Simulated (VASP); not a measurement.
# BiSb3O2 (Fd-3m) in VASP: further runs

The runs below take BiSb3O2 through single point, relaxation of cell and atoms, with PBE.

Program: VASP 6.6.1. These are calculated values, not measurements. Logs are shortened: lines on timing, memory, paths and dates and some standing lists are left out, and cuts for length are marked.

**1. The cell of the first run**

Symmetry: Fd-3m, No. 227, cubic system. The conventional cell has a = 12.195 Å, b = 12.195 Å, c = 12.195 Å, α = 90.00°, β = 90.00°, γ = 90.00°. Within 3.5 Å of Sb (site symmetry -3m) lie 2 Bi at 2.64 Å. Sb (site symmetry -43m) has 4 O at 2.64 Å within 3.5 Å. Bi (site symmetry -43m) has 4 Sb at 2.64 Å within 3.5 Å. O (site symmetry -3m) has 2 Sb at 2.64 Å within 3.5 Å.

The cell was generated, and may not be a known phase.

**2. Single point, PBE**

Contents of INCAR:

```
PREC = Accurate ; ENCUT = 520
EDIFF = 1E-6 ; ISMEAR = 0
SIGMA = 0.1 ; LREAL = False
LASPH = True ; NELM = 100
ALGO = Normal ; ISIF = 2
LWAVE = False ; LCHARG = True
GGA = PE ; LELF = True
LVHAR = True ; NBANDS = 54
```

Contents of KPOINTS:

```
Automatic mesh
0
Gamma
  4 4 4
```

Contents of POSCAR:

```
BiSb3O2
1.0
    0.0000000000      6.0974671837      6.0974671837
    6.0974671837      0.0000000000      6.0974671837
    6.0974671837      6.0974671837      0.0000000000
Sb Bi O
6 2 4
Direct
    0.1250000000      0.1250000000      0.1250000000
    0.1250000000      0.1250000000      0.6250000000
    0.1250000000      0.6250000000      0.1250000000
    0.6250000000      0.1250000000      0.1250000000
    0.5000000000      0.5000000000      0.5000000000
    0.7500000000      0.7500000000      0.7500000000
    0.0000000000      0.0000000000      0.0000000000
    0.2500000000      0.2500000000      0.2500000000
    0.6250000000      0.6250000000      0.6250000000
    0.6250000000      0.6250000000      0.1250000000
    0.6250000000      0.1250000000      0.6250000000
    0.1250000000      0.6250000000      0.6250000000
```

Potentials or basis: VASP PAW PBE potentials, release 64 (Sb, Bi_d, O).

Run with:

```console
$ cat potpaw_PBE.64/Sb/POTCAR potpaw_PBE.64/Bi_d/POTCAR potpaw_PBE.64/O/POTCAR > POTCAR
$ mpirun -np 1 vasp_std > vasp.out
```

OUTCAR:

```text
PREC = Accurate
   ENCUT = 520
   EDIFF = 1E-6
   ISMEAR = 0
   LREAL = False
   LASPH = True
   NELM = 100
   ISIF = 2
   GGA = PE

 ion  position               nearest neighbor table
   1  0.125  0.125  0.125-   7 2.64   8 2.64
   2  0.125  0.125  0.625-   7 2.64   8 2.64
   3  0.125  0.625  0.125-   7 2.64   8 2.64
   4  0.625  0.125  0.125-   7 2.64   8 2.64
   5  0.500  0.500  0.500-   9 2.64  10 2.64  11 2.64  12 2.64
   6  0.750  0.750  0.750-   9 2.64  10 2.64  11 2.64  12 2.64
   7  0.000  0.000  0.000-   1 2.64   2 2.64   3 2.64   4 2.64
   8  0.250  0.250  0.250-   1 2.64   2 2.64   3 2.64   4 2.64
   9  0.625  0.625  0.625-   5 2.64   6 2.64
  10  0.625  0.625  0.125-   5 2.64   6 2.64
  11  0.625  0.125  0.625-   5 2.64   6 2.64
  12  0.125  0.625  0.625-   5 2.64   6 2.64

  LATTYP: Found a face centered cubic cell.
 ALAT       =    12.1949343674

  Lattice vectors:

 A1 = (   0.0000000000,   6.0974671837,   6.0974671837)
 A2 = (   6.0974671837,   0.0000000000,   6.0974671837)
 A3 = (   6.0974671837,   6.0974671837,   0.0000000000)

Analysis of symmetry for initial positions (statically):
=====================================================================
 Subroutine PRICEL returns:
 Original cell was already a primitive cell.

 Routine SETGRP: Setting up the symmetry group for a
 face centered cubic supercell.

 Subroutine GETGRP returns: Found 48 space group operations
 (whereof 24 operations were pure point group operations)
 out of a pool of 48 trial point group operations.

The static configuration has the point symmetry T_d .
 The point group associated with its full space group is O_h .

Analysis of symmetry for dynamics (positions and initial velocities):
=====================================================================
 Subroutine PRICEL returns:
 Original cell was already a primitive cell.

 Routine SETGRP: Setting up the symmetry group for a
 face centered cubic supercell.

 Subroutine GETGRP returns: Found 48 space group operations
 (whereof 24 operations were pure point group operations)
 out of a pool of 48 trial point group operations.

The dynamic configuration has the point symmetry T_d .
 The point group associated with its full space group is O_h .

[... 106 lines left out ...]
   NFREE  =      0    steps in history (QN), initial steepest desc. (CG)
   ISIF   =      2    stress and relaxation
   ISYM   =      2    0-nonsym 1-usesym 2-fastsym
   POTIM  = 0.5000    time-step for ionic-motion
   TEBEG  =    0.0;   TEEND  =   0.0 temperature during run
   PSTRESS=    0.0 pullay stress
   NELECT =      84.0000    total number of electrons
   NUPDOWN=      -1.0000    fix difference up-down
   EMIN   =  10.00;   EMAX   =-10.00  energy-range for DOS
   EFERMI =   0.00;   METHOD = LEGACY
   ISMEAR =     0;   SIGMA  =   0.10  broadening in eV -4-tet -1-fermi 0-gaus
   EFERMI_NEDOS =   21; number of points for ismear=-14 and -15
   IALGO  =     38    algorithm
   IMIX   =      4    mixing-type and parameters
     AMIX     =   0.40;   BMIX     =  1.00
     AMIX_MAG =   1.60;   BMIX_MAG =  1.00
  volume/ion in A,a.u.               =      37.78       254.97
  Fermi-wavevector in a.u.,A,eV,Ry     =   0.933272  1.763629 11.850641  0.870998
  Thomas-Fermi vector in A             =   2.059957
   LORBIT       =      0    0 simple, 1 ext, 2 COOP (PROOUT), +10 PAW based schemes
   GGA     = PE    functional components
   LHFCALC =     F    Hartree Fock is set to
   AEXX    =    0.0000 exact exchange contribution
   IVDW    =     0    specifies the selected vdW correction
   LEPSILON=     F    determine dielectric tensor
   LRPA    =     F    only Hartree local field effects (RPA)
 non-spin polarized calculation
 Gauss-broadening in eV      SIGMA  =   0.10
  energy-cutoff  :      520.00
  volume of cell :      453.40
 maximum number of plane-waves:     12278
   NGX = 33   NGY = 33   NGZ = 33

 number of electron      84.0000003 magnetization

 Free energy of the ion-electron system (eV)
  ---------------------------------------------------
  ext. energy  EPLUGINS =         0.00000000
  ---------------------------------------------------
  free energy    TOTEN  =       -38.77235516 eV

  energy without entropy =      -38.71571093  energy(sigma->0) =      -38.74403305

 E-fermi :   1.5015     XC(G=0):  -7.4436

 val. band max:        1.4555209804   @ k =  -0.2500   0.5000   0.2500
 cond. band min:       1.5227442357   @ k =   0.5000   0.5000   0.0000
 fundamental gap:      0.0672232553
 Fermi energy:         1.5015242738

 k-point     1 :       0.0000    0.0000    0.0000
  band No.  band energies     occupation
      1     -21.9457      2.00000
      2     -21.9457      2.00000
      3     -21.9457      2.00000
      4     -21.9377      2.00000
      5     -21.9377      2.00000
      6     -21.9377      2.00000
[... 445 lines left out ...]
     53       4.3194      0.00000
     54       4.3194      0.00000

------------------------ aborting loop because EDIFF is reached ----------------------------------------

  FORCE on cell =-STRESS in cart. coord.  units (eV):
  Direction    XX          YY          ZZ          XY          YZ          ZX
  --------------------------------------------------------------------------------------
  -------------------------------------------------------------------------------------
  Total       -0.3097016     -0.3097016     -0.3097016     -0.0000000      0.0000000      0.0000000
  in kB       -1.0943989     -1.0943989     -1.0943989     -0.0000000      0.0000000      0.0000000
  external PRESSURE =      -1.0943989 kB  Pullay stress =       0.0000000 kB

 VOLUME and BASIS-vectors are now :
 -----------------------------------------------------------------------------
  energy-cutoff  :      520.00
  volume of cell :      453.40
      direct lattice vectors                 reciprocal lattice vectors
     0.000000000  6.097467184  6.097467184    -0.082001261  0.082001261  0.082001261
     6.097467184  0.000000000  6.097467184     0.082001261 -0.082001261  0.082001261
     6.097467184  6.097467184  0.000000000     0.082001261  0.082001261 -0.082001261

 POSITION                                       TOTAL-FORCE (eV/Angst)
 -----------------------------------------------------------------------------------
      1.52437      1.52437      1.52437         0.000000      0.000000     -0.000000
      4.57310      4.57310      1.52437         0.000000      0.000000     -0.000000
      4.57310      1.52437      4.57310         0.000000      0.000000     -0.000000
      1.52437      4.57310      4.57310         0.000000      0.000000     -0.000000
      6.09747      6.09747      6.09747         0.000000      0.000000      0.000000
      9.14620      9.14620      9.14620        -0.000000     -0.000000      0.000000
      0.00000      0.00000      0.00000        -0.000000     -0.000000     -0.000000
      3.04873      3.04873      3.04873         0.000000      0.000000      0.000000
      7.62183      7.62183      7.62183         0.000000      0.000000     -0.000000
      4.57310      4.57310      7.62183         0.000000      0.000000     -0.000000
      4.57310      7.62183      4.57310         0.000000      0.000000     -0.000000
      7.62183      4.57310      4.57310         0.000000      0.000000     -0.000000
 -----------------------------------------------------------------------------------
    total drift:                               -0.000000      0.000000     -0.000000

  FREE ENERGIE OF THE ION-ELECTRON SYSTEM (eV)
  ---------------------------------------------------
  free  energy   TOTEN  =       -38.7723551604 eV

  energy  without entropy=      -38.7157109333  energy(sigma->0) =      -38.74403305
```

OSZICAR:

```text
N       E                     dE             d eps       ncg     rms          rms(c)
DAV:   1     0.736875354777E+03    0.73688E+03   -0.34426E+04   904   0.133E+03
DAV:   2     0.616766794933E+02   -0.67520E+03   -0.65290E+03  1008   0.310E+02
DAV:   3    -0.484231946921E+02   -0.11010E+03   -0.10604E+03  1144   0.139E+02
DAV:   4    -0.537207855793E+02   -0.52976E+01   -0.52160E+01   982   0.326E+01
[... 15 lines left out ...]
DAV:  20    -0.387723566165E+02   -0.92289E-05   -0.15330E-04   906   0.371E-02    0.216E-02
DAV:  21    -0.387723578284E+02   -0.12120E-05   -0.89114E-06   770   0.104E-02    0.200E-02
DAV:  22    -0.387723599271E+02   -0.20987E-05   -0.52151E-07   486   0.354E-03    0.182E-02
DAV:  23    -0.387723549638E+02    0.49634E-05   -0.65104E-06   762   0.789E-03    0.152E-03
DAV:  24    -0.387723551604E+02   -0.19658E-06   -0.12511E-06   580   0.319E-03
   1 F= -.38772355E+02 E0= -.38744033E+02  d E =-.566442E-01
```

It took 5.7 min on 1 thread of Intel Xeon 6975P-C (Granite Rapids), shared host; peak memory 0.67 GiB.

Results:

```yaml
Free_energy: -38.7724 eV
Pressure: -0.1 GPa
Band_gap_on_the_k_mesh: zero (bands 42 and 43 overlap by 0.35 eV)
```

Caveat: spin-orbit coupling is left out, which moves the levels of the heavy elements.

**3. Relaxation of cell and atoms, PBE**

This run uses another cell than the first one, of 26.38 Å³/atom.

Contents of INCAR:

```
SYSTEM = BiSb3O2
PREC = Accurate
ENCUT = 600
EDIFF = 1E-6
ISMEAR = 0
SIGMA = 0.1
LREAL = .FALSE.
LASPH = .TRUE.
NELM = 80
ALGO = Normal
ISIF = 3
LWAVE = .FALSE.
LCHARG = .FALSE.
GGA = PE
IBRION = 2
NSW = 90
EDIFFG = -0.04
```

Contents of KPOINTS:

```
regular mesh
0
G
  4 4 4
  0 0 0
```

Changes to POSCAR since step 2:

```diff
@@ -2,5 +2,5 @@
 1.0
-    0.0000000000      6.0974671837      6.0974671837
-    6.0974671837      0.0000000000      6.0974671837
-    6.0974671837      6.0974671837      0.0000000000
+    0.0000000000      5.4094454900      5.4094454900
+    5.4094454900      0.0000000000      5.4094454900
+    5.4094454900      5.4094454900      0.0000000000
 Sb Bi O
```

Potentials or basis: VASP PAW PBE potentials, release 64 (Sb, Bi_d, O).

Run with:

```console
$ cat potpaw_PBE.64/Sb/POTCAR potpaw_PBE.64/Bi_d/POTCAR potpaw_PBE.64/O/POTCAR > POTCAR
$ mpirun -np 1 vasp_std > vasp.out
```

Run time: 18 min. Hardware: 1 thread of Intel Xeon 6975P-C (Granite Rapids), shared host; peak memory 0.67 GiB.

It converged, with:

| Property | Result |
| --- | --- |
| Free energy | -38.7204 eV |
| Relaxed volume | 37.62 Å³/atom |
| Relaxed cell | a = 8.610 Å, b = 8.610 Å, c = 8.610 Å, α = 60.00°, β = 60.00°, γ = 60.00° |
| Space group after relaxing (to 0.1 Å) | Fd-3m (No. 227) |
| Energy gained by relaxing | 595.9 meV/atom |
| Ionic steps | 4 |
| Pressure after relaxing | -0.1 GPa |
| Band gap on the k mesh | zero (bands 42 and 43 overlap by 0.36 eV) |

Step by step:
| step | energy change (eV) | largest force (eV/Å) | pressure (GPa) | volume (Å³) |
| --- | --- | --- | --- | --- |
| 1 | 0.0000 | 0.0000 | 23.63 | 316.58 |
| 2 | -6.1009 | 0.0000 | -3.69 | 530.37 |
| 3 | -7.1455 | 0.0000 | 0.34 | 445.58 |
| 4 | -7.1502 | 0.0000 | -0.07 | 451.40 |

Final structure:
```yaml
crystal:
  lattice:
    - [0.00000, 6.08850, 6.08850]
    - [6.08850, 0.00000, 6.08850]
    - [6.08850, 6.08850, 0.00000]
  atoms:
    - { symbol: Sb, position: [0.12500, 0.12500, 0.12500] }
    - { symbol: Sb, position: [0.12500, 0.12500, 0.62500] }
    - { symbol: Sb, position: [0.12500, 0.62500, 0.12500] }
    - { symbol: Sb, position: [0.62500, 0.12500, 0.12500] }
    - { symbol: Sb, position: [0.50000, 0.50000, 0.50000] }
    - { symbol: Sb, position: [0.75000, 0.75000, 0.75000] }
    - { symbol: Bi, position: [0.00000, 0.00000, 0.00000] }
    - { symbol: Bi, position: [0.25000, 0.25000, 0.25000] }
    - { symbol: O, position: [0.62500, 0.62500, 0.62500] }
    - { symbol: O, position: [0.62500, 0.62500, 0.12500] }
    - { symbol: O, position: [0.62500, 0.12500, 0.62500] }
    - { symbol: O, position: [0.12500, 0.62500, 0.62500] }
```

Levels at points of the mesh, in eV from the Fermi level:
| k point | band 40 | band 41 | band 42 | band 43 | band 44 | band 45 |
| --- | --- | --- | --- | --- | --- | --- |
| (0.00, 0.00, 0.00) | 0.13 | 0.13 | 0.31 | 0.50 | 0.50 | 0.50 |
| (0.50, 0.00, 0.00) | -0.32 | -0.32 | -0.25 | 0.17 | 0.17 | 0.46 |
| (0.50, 0.50, 0.00) | -0.41 | 0.02 | 0.02 | 0.05 | 0.05 | 0.20 |

Caveat: the volume moved by over 15 % at a fixed basis, so the end points are rough; spin-orbit coupling is left out, which moves the levels of the heavy elements.

The gap in the log of VASP goes by the Fermi energy; the results here count the filled bands.